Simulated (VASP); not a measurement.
Here is a VASP 6.6.1 calculation.

File INCAR:

```
SYSTEM = K
ALGO = Normal
EDIFF = 1E-6
ENCUT = 500
GGA = PE
GGA_COMPAT = .False.
ISIF = 2
ISMEAR = -1
LASPH = .True.
LCHARG = .True.
LELF = .True.
LREAL = .False.
LVHAR = .True.
LWAVE = .False.
NBANDS = 10
NELM = 120
PREC = Accurate
SIGMA = 0.05
```

File KPOINTS:

```
k-points
0
Gamma
  7 7 7
  0 0 0
```

Contents of POSCAR:

```
K
1.0
   -2.6395852140      2.6395852140      2.6395852140
    2.6395852140     -2.6395852140      2.6395852140
    2.6395852140      2.6395852140     -2.6395852140
K
1
Direct
    0.0000000000      0.0000000000      0.0000000000
```

Potentials or basis: VASP PAW PBE potentials, release 64 (K_sv).

Run with:

```bash
$ cat potpaw_PBE.64/K_sv/POTCAR > POTCAR
$ mpirun -np 1 vasp_std > vasp.out
```

Estimate the pressure.

0.0 GPa.

Estimate the band gap on the k mesh.

zero (an odd number of electrons rules out a gap without spin polarisation).
